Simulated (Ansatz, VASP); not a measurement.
**One calculation of Nb2O, two programs**

INCAR

```
PREC = Accurate
ENCUT = 600
EDIFF = 1E-6
ISMEAR = 0
SIGMA = 0.1
LREAL = False
LASPH = True
NELM = 60
ALGO = Normal
ISIF = 3
LWAVE = False
LCHARG = False
GGA = PE
IBRION = 2
NSW = 100
EDIFFG = -0.01
```

KPOINTS

```
regular mesh
0
Gamma
  8 8 8
```

The input POSCAR:

```
Nb2O
1.0
    4.5984302383      0.0000000000      0.0000000000
    0.0000000000      4.5984302383      0.0000000000
    0.0000000000      0.0000000000      4.5984302383
Nb O
4 2
Direct
    0.2500000000      0.2500000000      0.2500000000
    0.2500000000      0.7500000000      0.7500000000
    0.7500000000      0.7500000000      0.2500000000
    0.7500000000      0.2500000000      0.7500000000
    0.0000000000      0.0000000000      0.0000000000
    0.5000000000      0.5000000000      0.5000000000
```

Input for Ansatz:

```yaml
crystal:
  lattice:
    - [4.5984302383, 0.0, 0.0]
    - [0.0, 4.5984302383, 0.0]
    - [0.0, 0.0, 4.5984302383]
  atoms:
    - { symbol: Nb, position: [0.25, 0.25, 0.25] }
    - { symbol: Nb, position: [0.25, 0.75, 0.75] }
    - { symbol: Nb, position: [0.75, 0.75, 0.25] }
    - { symbol: Nb, position: [0.75, 0.25, 0.75] }
    - { symbol: O, position: [0.0, 0.0, 0.0] }
    - { symbol: O, position: [0.5, 0.5, 0.5] }
basis:
  ecutwfc: 420
kpoints:
  mp_grid: { grid: [8, 8, 8] }
hamiltonian:
  xc: pbe
scf:
  occupations: { method: gaussian, width: 0.1 }
output:
  forces: true
  stress: true
  eigenvalues: true
relax:
  adjacent_minimum: "off"
  f_tol: 0.01
  max_steps: 80
  cell: { stress_tol: 0.05 }
```

Alike in both runs: task relaxation of cell and atoms; functional PBE; k mesh 8 × 8 × 8; occupations gaussian, width 0.1 eV; no spin polarisation.

|  | VASP | Ansatz |
| --- | --- | --- |
| version | VASP 6.6.1 | Ansatz 0.2.0 |
| potentials or method | VASP PAW PBE potentials, release 64 (Nb_sv, O), cutoff 600 eV | scalar-relativistic, plane waves, PAW |
| valence electrons in the cell | 64 | 64 |

Ansatz gave:

| Quantity | Value |
| --- | --- |
| gap on the k mesh at the Fermi level, each at its own relaxed structure (eV) | none |
| relaxed volume (Å³/atom) | 16.21 |
| relaxed cell length with the largest relative difference (Å) | 4.598 |

Q: What did VASP give for the same quantities?

A: gap on the k mesh at the Fermi level, each at its own relaxed structure (eV): none; relaxed volume (Å³/atom): 16.17; relaxed cell length with the largest relative difference (Å): 4.595.

A gap of «none» marks a metal or a gap that the smearing closes.
